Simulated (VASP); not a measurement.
# Mg3Zr (Pm-3m) in VASP: notebook

Runs on Mg3Zr. Level: LDA. Tasks: single point.

All numbers are computed with VASP 6.6.1; they aren't measurements. Logs are shortened: lines on timing, memory, paths and dates and some standing lists are left out, and cuts for length are marked.

## 1. The cell of the first run

It takes space group Pm-3m (No. 221, cubic). Conventional cell: a = 4.289 Å, b = 4.289 Å, c = 4.289 Å, α = 90.00°, β = 90.00°, γ = 90.00°. Mg (site symmetry 4/mmm) has 8 Mg at 3.03 Å and 4 Zr at 3.03 Å within 4.0 Å. Within 4.0 Å of Zr (site symmetry m-3m) lie 12 Mg at 3.03 Å.

## 2. Single point, LDA

File INCAR:

```
SYSTEM = Mg3Zr
ALGO     = Normal         ! electronic algorithm
EDIFF    = 1E-7           ! SCF threshold, eV
ENCUT    = 520            ! plane-wave cutoff, eV
ISIF     = 2              ! what is computed and relaxed
ISMEAR   = 0              ! smearing method
LASPH    = .TRUE.         ! aspherical terms in the spheres
LCHARG   = .FALSE.        ! write CHGCAR
LREAL    = .FALSE.        ! projectors in reciprocal space
LWAVE    = .FALSE.        ! write WAVECAR
NBANDS   = 17             ! bands
NELM     = 60             ! most SCF steps
PREC     = Accurate       ! precision mode
SIGMA    = 0.1            ! smearing width, eV
```

File KPOINTS:

```
k-points
0
G
  5 5 5
  0 0 0
```

File POSCAR:

```
Mg3Zr
1.0
    4.2889017717      0.0000000000      0.0000000000
    0.0000000000      4.2889017717      0.0000000000
    0.0000000000      0.0000000000      4.2889017717
Mg Zr
3 1
Direct
    0.5000000000      0.5000000000      0.0000000000
    0.5000000000      0.0000000000      0.5000000000
    0.0000000000      0.5000000000      0.5000000000
    0.0000000000      0.0000000000      0.0000000000
```

Potentials or basis: VASP PAW LDA potentials, release 64 (Mg, Zr_sv).

Launch:

```console
> cat potpaw_LDA.64/Mg/POTCAR potpaw_LDA.64/Zr_sv/POTCAR > POTCAR
> mpirun -np 1 vasp_std > vasp.out
```

OUTCAR:

```text
SYSTEM = Mg3Zr
   EDIFF = 1E-7
   ENCUT = 520
   ISIF = 2
   ISMEAR = 0
   LASPH = .TRUE.
   LREAL = .FALSE.
   NELM = 60
   PREC = Accurate

 ion  position               nearest neighbor table
   1  0.500  0.500  0.000-   2 3.03   3 3.03   4 3.03   2 3.03   3 3.03   2 3.03   4 3.03   2 3.03
                             3 3.03   4 3.03   3 3.03   4 3.03
   2  0.500  0.000  0.500-   1 3.03   3 3.03   4 3.03   1 3.03   4 3.03   1 3.03   3 3.03   1 3.03
                             3 3.03   4 3.03   4 3.03   3 3.03
   3  0.000  0.500  0.500-   1 3.03   2 3.03   4 3.03   1 3.03   4 3.03   2 3.03   4 3.03   4 3.03
                             1 3.03   2 3.03   1 3.03   2 3.03
   4  0.000  0.000  0.000-   1 3.03   2 3.03   3 3.03   2 3.03   3 3.03   1 3.03   3 3.03   3 3.03
                             1 3.03   2 3.03   2 3.03   1 3.03

  LATTYP: Found a simple cubic cell.
 ALAT       =     4.2889017717

  Lattice vectors:

 A1 = (   4.2889017717,   0.0000000000,   0.0000000000)
 A2 = (   0.0000000000,   4.2889017717,   0.0000000000)
 A3 = (   0.0000000000,   0.0000000000,   4.2889017717)

Analysis of symmetry for initial positions (statically):
=====================================================================
 Subroutine PRICEL returns:
 Original cell was already a primitive cell.

 Routine SETGRP: Setting up the symmetry group for a
 simple cubic supercell.

 Subroutine GETGRP returns: Found 48 space group operations
 (whereof 48 operations were pure point group operations)
 out of a pool of 48 trial point group operations.

The static configuration has the point symmetry O_h .

Analysis of symmetry for dynamics (positions and initial velocities):
=====================================================================
 Subroutine PRICEL returns:
 Original cell was already a primitive cell.

 Routine SETGRP: Setting up the symmetry group for a
 simple cubic supercell.

 Subroutine GETGRP returns: Found 48 space group operations
 (whereof 48 operations were pure point group operations)
 out of a pool of 48 trial point group operations.

The dynamic configuration has the point symmetry O_h .

 Subroutine INISYM returns: Found 48 space group operations
 (whereof 48 operations are pure point group operations),
 and found     1 'primitive' translations

----------------------------------------------------------------------------------------

                                     Primitive cell

  volume of cell :      78.8930

  direct lattice vectors                    reciprocal lattice vectors
     4.288901772  0.000000000  0.000000000     0.233159921  0.000000000  0.000000000
     0.000000000  4.288901772  0.000000000     0.000000000  0.233159921  0.000000000
     0.000000000  0.000000000  4.288901772     0.000000000  0.000000000  0.233159921

  length of vectors
     4.288901772  4.288901772  4.288901772     0.233159921  0.233159921  0.233159921

  position of ions in fractional coordinates (direct lattice)
     0.500000000  0.500000000  0.000000000
     0.500000000  0.000000000  0.500000000
     0.000000000  0.500000000  0.500000000
     0.000000000  0.000000000  0.000000000

  ion indices of the primitive-cell ions
   primitive index   ion index
                 1           1
                 2           2
                 3           3
                 4           4

----------------------------------------------------------------------------------------

 KPOINTS: k-points

Automatic generation of k-mesh.
 Grid dimensions read from file:
 generate k-points for:    5    5    5

 Generating k-lattice:

  Cartesian coordinates                     Fractional coordinates (reciprocal lattice)
     0.046631984  0.000000000  0.000000000     0.200000000  0.000000000  0.000000000
     0.000000000  0.046631984  0.000000000     0.000000000  0.200000000  0.000000000
     0.000000000  0.000000000  0.046631984     0.000000000  0.000000000  0.200000000

  Length of vectors
     0.046631984  0.046631984  0.046631984

  Shift w.r.t. Gamma in fractional coordinates (k-lattice)
     0.000000000  0.000000000  0.000000000

 Subroutine IBZKPT returns following result:
 ===========================================

 Found     10 irreducible k-points:

 Following reciprocal coordinates:
            Coordinates               Weight
  0.000000  0.000000  0.000000      1.000000
  0.200000  0.000000  0.000000      6.000000
  0.400000  0.000000  0.000000      6.000000
  0.200000  0.200000  0.000000     12.000000
  0.400000  0.200000  0.000000     24.000000
  0.400000  0.400000  0.000000     12.000000
  0.200000  0.200000  0.200000      8.000000
  0.400000  0.200000  0.200000     24.000000
  0.400000  0.400000  0.200000     24.000000
  0.400000  0.400000  0.400000      8.000000
   k-points           NKPTS =     10   k-points in BZ     NKDIM =     10   number of bands    NBANDS=     17
   number of dos      NEDOS =    301   number of ions     NIONS =      4
   total plane-waves  NPLWV =  32768
   dimension x,y,z NGX =    32 NGY =   32 NGZ =   32
   dimension x,y,z NGXF=    64 NGYF=   64 NGZF=   64
   ions per type =               3   1
   NGX,Y,Z   is equivalent  to a cutoff of  12.40, 12.40, 12.40 a.u.
   NGXF,Y,Z  is equivalent  to a cutoff of  24.81, 24.81, 24.81 a.u.
 SYSTEM =  Mg3Zr
   PREC   = accura    normal or accurate (medium, high low for compatibility)
   ISTART =      0    job   : 0-new  1-cont  2-samecut
   ICHARG =      2    charge: 1-file 2-atom 10-const
   ISPIN  =      1    spin polarized calculation?
   LNONCOLLINEAR =      F non collinear calculations
   LSORBIT =      F    spin-orbit coupling
   LASPH  =      T    aspherical Exc in radial PAW
   ENCUT  =  520.0 eV  38.22 Ry    6.18 a.u.   7.97  7.97  7.97*2*pi/ulx,y,z
   NELM   =     60;   NELMIN=  2; NELMDL= -5     # of ELM steps
   EDIFF  = 0.1E-06   stopping-criterion for ELM
   LREAL  =      F    real-space projection
   EDIFFG = 0.1E-05   stopping-criterion for IOM
   NSW    =      0    number of steps for IOM
   IBRION =     -1    ionic relax: 0-MD 1-quasi-New 2-CG
   NFREE  =      0    steps in history (QN), initial steepest desc. (CG)
   ISIF   =      2    stress and relaxation
   ISYM   =      2    0-nonsym 1-usesym 2-fastsym
   POTIM  = 0.5000    time-step for ionic-motion
   TEBEG  =    0.0;   TEEND  =   0.0 temperature during run
   PSTRESS=    0.0 pullay stress
   NELECT =      18.0000    total number of electrons
   NUPDOWN=      -1.0000    fix difference up-down
   EMIN   =  10.00;   EMAX   =-10.00  energy-range for DOS
   EFERMI =   0.00;   METHOD = LEGACY
   ISMEAR =     0;   SIGMA  =   0.10  broadening in eV -4-tet -1-fermi 0-gaus
   EFERMI_NEDOS =   21; number of points for ismear=-14 and -15
   IALGO  =     38    algorithm
   IMIX   =      4    mixing-type and parameters
     AMIX     =   0.40;   BMIX     =  1.00
     AMIX_MAG =   1.60;   BMIX_MAG =  1.00
  volume/ion in A,a.u.               =      19.72       133.10
  Fermi-wavevector in a.u.,A,eV,Ry     =   1.000352  1.890391 13.615410  1.000704
  Thomas-Fermi vector in A             =   2.132703
   LORBIT       =      0    0 simple, 1 ext, 2 COOP (PROOUT), +10 PAW based schemes
   GGA     = CA    functional components
   LHFCALC =     F    Hartree Fock is set to
   AEXX    =    0.0000 exact exchange contribution
   IVDW    =     0    specifies the selected vdW correction
   LEPSILON=     F    determine dielectric tensor
   LRPA    =     F    only Hartree local field effects (RPA)
 non-spin polarized calculation
 Gauss-broadening in eV      SIGMA  =   0.10
  energy-cutoff  :      520.00
  volume of cell :       78.89
 maximum number of plane-waves:      2146
 NGX is ok and might be reduce to    32
   NGX = 15   NGY = 15   NGZ = 15

 number of electron      18.0000000 magnetization

 Free energy of the ion-electron system (eV)
  ---------------------------------------------------
  ext. energy  EPLUGINS =         0.00000000
  ---------------------------------------------------
  free energy    TOTEN  =       -14.64615168 eV

  energy without entropy =      -14.62351664  energy(sigma->0) =      -14.63483416

 E-fermi :   4.6652     XC(G=0):  -9.9569

 val. band max:        4.5874793671   @ k =   0.4000   0.4000   0.2000
 cond. band min:       4.7226502868   @ k =   0.2000   0.2000   0.2000
 fundamental gap:      0.1351709198
 Fermi energy:         4.6651669268

 k-point     1 :       0.0000    0.0000    0.0000
  band No.  band energies     occupation
      1     -43.7125      2.00000
      2     -21.9116      2.00000
      3     -21.9116      2.00000
      4     -21.9116      2.00000
      5      -2.1001      2.00000
      6       3.3177      2.00000
[... 9 lines left out ...]
     16      11.9896      0.00000
     17      12.2795      0.00000

 k-point     2 :       0.2000    0.0000    0.0000
  band No.  band energies     occupation
      1     -43.7121      2.00000
      2     -21.9227      2.00000
      3     -21.9110      2.00000
      4     -21.9110      2.00000
      5      -1.7384      2.00000
      6       2.6049      2.00000
[... 9 lines left out ...]
     16      11.9465      0.00000
     17      11.9465      0.00000

 k-point     3 :       0.4000    0.0000    0.0000
  band No.  band energies     occupation
      1     -43.7115      2.00000
      2     -21.9405      2.00000
      3     -21.9099      2.00000
      4     -21.9099      2.00000
      5      -0.7029      2.00000
      6       0.8658      2.00000
[... 9 lines left out ...]
     16      10.5913      0.00000
     17      10.5913      0.00000

 k-point     4 :       0.2000    0.2000    0.0000
  band No.  band energies     occupation
      1     -43.7118      2.00000
      2     -21.9223      2.00000
      3     -21.9213      2.00000
      4     -21.9103      2.00000
      5      -1.3864      2.00000
      6       2.8093      2.00000
[... 9 lines left out ...]
     16      11.3790      0.00000
     17      11.8589      0.00000

 k-point     5 :       0.4000    0.2000    0.0000
  band No.  band energies     occupation
      1     -43.7112      2.00000
      2     -21.9392      2.00000
      3     -21.9203      2.00000
      4     -21.9093      2.00000
      5      -0.3866      2.00000
      6       1.1389      2.00000
[... 9 lines left out ...]
     16       9.9160      0.00000
     17      11.5434      0.00000

 k-point     6 :       0.4000    0.4000    0.0000
  band No.  band energies     occupation
      1     -43.7106      2.00000
      2     -21.9372      2.00000
      3     -21.9369      2.00000
      4     -21.9082      2.00000
      5       0.4310      2.00000
      6       1.6647      2.00000
[... 9 lines left out ...]
     16      10.3882      0.00000
     17      10.5307      0.00000

 k-point     7 :       0.2000    0.2000    0.2000
  band No.  band energies     occupation
      1     -43.7114      2.00000
      2     -21.9218      2.00000
      3     -21.9204      2.00000
      4     -21.9204      2.00000
      5      -1.0450      2.00000
      6       2.9655      2.00000
[... 9 lines left out ...]
     16      10.8674      0.00000
     17      11.1408      0.00000

 k-point     8 :       0.4000    0.2000    0.2000
  band No.  band energies     occupation
      1     -43.7109      2.00000
      2     -21.9379      2.00000
      3     -21.9199      2.00000
      4     -21.9190      2.00000
      5      -0.0836      2.00000
      6       1.4257      2.00000
[... 9 lines left out ...]
     16      10.2912      0.00000
     17      11.9617      0.00000

 k-point     9 :       0.4000    0.4000    0.2000
  band No.  band energies     occupation
      1     -43.7103      2.00000
      2     -21.9360      2.00000
      3     -21.9356      2.00000
      4     -21.9180      2.00000
      5       0.7044      2.00000
      6       2.0179      2.00000
[... 9 lines left out ...]
     16      10.3316      0.00000
     17      10.7503      0.00000

 k-point    10 :       0.4000    0.4000    0.4000
  band No.  band energies     occupation
      1     -43.7098      2.00000
      2     -21.9341      2.00000
      3     -21.9335      2.00000
      4     -21.9335      2.00000
      5       1.4255      2.00000
      6       2.4626      2.00000
[... 9 lines left out ...]
     16       9.8887      0.00000
     17      10.1034      0.00000

------------------------ aborting loop because EDIFF is reached ----------------------------------------

  FORCE on cell =-STRESS in cart. coord.  units (eV):
  Direction    XX          YY          ZZ          XY          YZ          ZX
  --------------------------------------------------------------------------------------
  -------------------------------------------------------------------------------------
  Total        1.6680203      1.6680203      1.6680203      0.0000000     -0.0000000      0.0000000
  in kB       33.8745559     33.8745559     33.8745559      0.0000000     -0.0000000      0.0000000
  external PRESSURE =      33.8745559 kB  Pullay stress =       0.0000000 kB

 VOLUME and BASIS-vectors are now :
 -----------------------------------------------------------------------------
  energy-cutoff  :      520.00
  volume of cell :       78.89
      direct lattice vectors                 reciprocal lattice vectors
     4.288901772  0.000000000  0.000000000     0.233159921  0.000000000  0.000000000
     0.000000000  4.288901772  0.000000000     0.000000000  0.233159921  0.000000000
     0.000000000  0.000000000  4.288901772     0.000000000  0.000000000  0.233159921

 POSITION                                       TOTAL-FORCE (eV/Angst)
 -----------------------------------------------------------------------------------
      2.14445      2.14445      0.00000         0.000000      0.000000      0.000000
      2.14445      0.00000      2.14445         0.000000      0.000000      0.000000
      0.00000      2.14445      2.14445         0.000000      0.000000      0.000000
      0.00000      0.00000      0.00000         0.000000      0.000000      0.000000
 -----------------------------------------------------------------------------------
    total drift:                                0.000000      0.000000      0.000000

  FREE ENERGIE OF THE ION-ELECTRON SYSTEM (eV)
  ---------------------------------------------------
  free  energy   TOTEN  =       -14.6461516800 eV

  energy  without entropy=      -14.6235166385  energy(sigma->0) =      -14.63483416
```

It took 14 s on 1 thread of Intel Xeon 8259CL, shared host; peak memory 0.16 GiB.

Results:

```
Free energy            : -14.6462 eV
Pressure               : 3.4 GPa
Band gap on the k mesh : zero (bands 9 and 10 overlap by 1.39 eV)
```

Levels at points of the mesh, in eV from the Fermi level:
| k point | band 4 | band 5 | band 6 | band 7 | band 8 | band 9 | band 10 | band 11 | band 12 | band 13 |
| --- | --- | --- | --- | --- | --- | --- | --- | --- | --- | --- |
| (0.00, 0.00, 0.00) | -26.58 | -6.77 | -1.35 | -1.35 | 0.94 | 0.94 | 0.94 | 1.14 | 1.14 | 1.14 |

Caveat: the cell stands under pressure.

## 3. Single point, LDA

This run uses another cell than the first one, of 20.27 Å³/atom.

File INCAR:

```
SYSTEM = Mg3Zr
  PREC = Accurate
  ENCUT = 520
  EDIFF = 1E-6
  ISMEAR = 0
  SIGMA = 0.1
  LREAL = .False.
  LASPH = .True.
  NELM = 60
  ALGO = Normal
  ISIF = 2
  LWAVE = .False.
  LCHARG = .True.
  LELF = .True.
  LVHAR = .True.
  NBANDS = 17
```

File KPOINTS:

```
regular mesh
0
Gamma
  5 5 5
  0 0 0
```

File POSCAR:

```
Mg3Zr
1.0
    4.3282516924      0.0000000000      0.0000000000
    0.0000000000      4.3282516924      0.0000000000
    0.0000000000      0.0000000000      4.3282516924
Mg Zr
3 1
Direct
    0.5000000000      0.5000000000      0.0000000000
    0.5000000000      0.0000000000      0.5000000000
    0.0000000000      0.5000000000      0.5000000000
    0.0000000000      0.0000000000      0.0000000000
```

Potentials or basis: VASP PAW LDA potentials, release 64 (Mg, Zr_sv).

Launch:

```console
> cat potpaw_LDA.64/Mg/POTCAR potpaw_LDA.64/Zr_sv/POTCAR > POTCAR
> mpirun -np 1 vasp_std > vasp.out
```

Wall time 17 s (1 thread of Intel Xeon 8259CL, shared host); peak memory 0.15 GiB.

The run converged. Its results:

```
Free energy            : -14.6791 eV
Pressure               : 1.4 GPa
Band gap on the k mesh : zero (bands 9 and 10 overlap by 1.36 eV)
```

Levels at points of the mesh, in eV from the Fermi level:
| k point | band 5 | band 6 | band 7 | band 8 | band 9 | band 10 | band 11 | band 12 |
| --- | --- | --- | --- | --- | --- | --- | --- | --- |
| (0.00, 0.00, 0.00) | -6.67 | -1.31 | -1.31 | 0.90 | 0.90 | 0.90 | 1.11 | 1.11 |

## 4. Single point, LDA

This run uses another cell than the first one, of 20.82 Å³/atom.

File INCAR:

```
PREC     = Accurate       # precision mode
ENCUT    = 520            # plane-wave cutoff, eV
EDIFF    = 1E-7           # SCF threshold, eV
ISMEAR   = 0              # smearing method
SIGMA    = 0.1            # smearing width, eV
LREAL    = False          # projectors in reciprocal space
LASPH    = True           # aspherical terms in the spheres
NELM     = 80             # most SCF steps
ALGO     = Normal         # electronic algorithm
ISIF     = 2              # what is computed and relaxed
LWAVE    = False          # write WAVECAR
LCHARG   = False          # write CHGCAR
GGA      = CA             # functional
NBANDS   = 17             # bands
```

File KPOINTS:

```
regular mesh
0
Gamma
  5 5 5
```

File POSCAR:

```
Mg3Zr
1.0
    4.3668988418      0.0000000000      0.0000000000
    0.0000000000      4.3668988418      0.0000000000
    0.0000000000      0.0000000000      4.3668988418
Mg Zr
3 1
Direct
    0.5000000000      0.5000000000      0.0000000000
    0.5000000000      0.0000000000      0.5000000000
    0.0000000000      0.5000000000      0.5000000000
    0.0000000000      0.0000000000      0.0000000000
```

Launch:

```console
> cat potpaw_LDA.64/Mg/POTCAR potpaw_LDA.64/Zr_sv/POTCAR > POTCAR
> mpirun -np 1 vasp_std > vasp.out
```

It took 18 s on 1 thread of Intel Xeon 8259CL, shared host; peak memory 0.16 GiB.

Results (log left out):

| Quantity | Value |
| --- | --- |
| Free energy | -14.6870 eV |
| Pressure | -0.3 GPa |
| Band gap on the k mesh | zero (bands 9 and 10 overlap by 1.33 eV) |

Levels at points of the mesh, in eV from the Fermi level:
```
           k point  band 6  band 7  band 8  band 9  band 10  band 11
(0.00, 0.00, 0.00)   -1.27   -1.27    0.87    0.87     0.87     1.09
```

## 5. The runs side by side

```tsv
cell	gap on the mesh (eV)	pressure (GPa)
a = 4.289 Å, 4 atoms	none	3.4
a = 4.328 Å, 4 atoms	none	1.4
a = 4.367 Å, 4 atoms	none	-0.3
```

Alike in all rows: task single point; level LDA; potentials or basis VASP PAW LDA potentials, release 64 (Mg, Zr_sv); no spin polarisation; k mesh 5 × 5 × 5; cutoff (eV) 520; smearing gaussian 0.1 eV.

Caveats: the cell stands under pressure (at least some runs).

Absolute energies hang on the potentials; compare differences alone.
